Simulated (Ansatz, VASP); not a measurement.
WC in VASP and in Ansatz

```
CELL_PARAMETERS angstrom
0.00000 2.08305 2.24750
2.08305 0.00000 2.24750
2.08305 2.08305 0.00000
ATOMIC_POSITIONS crystal
W 0.00000 0.00000 0.00000
C 0.50000 0.50000 0.50000
```

Change from the starting cell: strain -0.050 along x and y, +0.025 along z, atoms carried along.

Alike in both runs: task single point; functional PBEsol; k mesh 18 × 18 × 18; occupations gaussian, width 0.15 eV; no spin polarisation.

|  | VASP | Ansatz |
| --- | --- | --- |
| version | VASP 6.6.1 | Ansatz 0.2.0 |
| potentials or method | VASP PAW PBE potentials, release 64 (W_sv, C), cutoff 520 eV | scalar-relativistic, plane waves, PAW |
| valence electrons in the cell | 18 | 18 |

VASP gave:

```
gap on the k mesh at the Fermi level (eV)                     : none
pressure (GPa)                                                : 28.7
traceless stress, the component that is largest in VASP (GPa) : -35.65
```

What did Ansatz give for the same quantities?

gap on the k mesh at the Fermi level (eV): none; pressure (GPa): 27.2; traceless stress, the component that is largest in VASP (GPa): -35.40.

VASP's potentials were made for PBE, not for PBEsol. A gap of «none» marks a metal or a gap that the smearing closes.

Spin-orbit coupling is off throughout.
